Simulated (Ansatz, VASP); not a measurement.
## Two plane-wave programs on ZnS

```
Zn S
1.0
     0.00000    2.72179    2.72179
     2.72179    0.00000    2.72179
     2.72179    2.72179    0.00000
Zn S
1 1
Direct
  0.00000 0.00000 0.00000
  0.25000 0.25000 0.25000
```

Alike in both runs: task single point; functional HSE06; k mesh 6 × 6 × 6; no spin polarisation.

```csv
,VASP,Ansatz
version,VASP 6.6.1,Ansatz 0.2.0
potentials or method,"VASP PAW PBE potentials, release 64 (Zn, S), cutoff 400 eV","scalar-relativistic, plane waves, PAW"
occupations,"gaussian, width 0.01 eV",fixed
valence electrons in the cell,18,18
```

|  | VASP | Ansatz | Ansatz less VASP |
| --- | --- | --- | --- |
| gap on the k mesh at the Fermi level (eV) | 3.22 | 3.23 | +0.013 |
| least direct gap on the mesh (eV) | 3.22 | 3.23 | +0.013 |
| pressure (GPa) | -1.0 | -0.7 | +0.30 |

Ansatz's warnings: stress exchange threshold loose, stress scf threshold loose.
